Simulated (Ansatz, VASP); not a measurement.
Ca in VASP and in Ansatz

```
CELL_PARAMETERS angstrom
0.00000 2.82187 2.82187
2.82187 0.00000 2.82187
2.82187 2.82187 0.00000
ATOMIC_POSITIONS crystal
Ca 0.00000 0.00000 0.00000
```

Change from the starting cell: volume scaled by 1.03.

Alike in both runs: task single point; functional PBE; k mesh 11 × 11 × 11; occupations fermi-dirac, width 0.05 eV; no spin polarisation.

|  | VASP | Ansatz |
| --- | --- | --- |
| version | VASP 6.6.1 | Ansatz 0.2.0 |
| potentials or method | VASP PAW PBE potentials, release 64 (Ca_sv), cutoff 520 eV | all-electron LAPW, scalar-relativistic |

|  | VASP | Ansatz | Ansatz less VASP |
| --- | --- | --- | --- |
| pressure (GPa) | -1.0 | -1.0 | +0.01 |

Ansatz ran all-electron here, and VASP with PAW potentials.
